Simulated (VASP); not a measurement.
A run of VASP 6.6.1 is set up as follows.

The input INCAR:

```
SYSTEM = HCl
PREC = Accurate
ENCUT = 520
EDIFF = 1E-8
ISMEAR = 0
SIGMA = 0.01
LREAL = .FALSE.
LASPH = .TRUE.
NELM = 60
ALGO = Normal
ISIF = 2
LWAVE = .FALSE.
LCHARG = .FALSE.
GGA = PS
NBANDS = 11
IBRION = 8
NSW = 1
LEPSILON = .TRUE.
```

The input KPOINTS:

```
regular mesh
0
G
  8 8 8
  0 0 0
```

File POSCAR:

```
HCl
1.0
   -1.5393457517      1.5393457592      2.1848719562
    1.5393457517     -1.5393457592      2.1848719562
    1.5393457517      1.5393457592     -2.1848719562
H Cl
1 1
Direct
    0.6844103254      0.6844103254      0.0000000000
    0.9835896746      0.9835896746      0.0000000000
```

Potentials or basis: VASP PAW PBE potentials, release 64 (H, Cl).

Command:

```sh
$ cat potpaw_PBE.64/H/POTCAR potpaw_PBE.64/Cl/POTCAR > POTCAR
$ mpirun -np 1 vasp_std > vasp.out
```

Task: What does it give for the electronic dielectric tensor (diagonal)?

Result: 4.12, 4.12, 4.25.

Task: Predict the Born charges (mean of the diagonal).

Result: H +0.70; Cl -0.70 e.

Task: What does it give for the most unstable mode?

Result: 77i cm⁻¹.

Born effective charge tensors (e):
atom 1, H
```
0.62 0.00 0.00
0.00 0.62 0.00
0.00 0.00 0.88
```
atom 2, Cl
```
-0.62  0.00  0.00
 0.00 -0.62  0.00
 0.00  0.00 -0.88
```

Caveat: the k points lie up to 0.36 Å⁻¹ apart; the cell wasn't relaxed at this level first, which shifts response properties; some modes are imaginary.
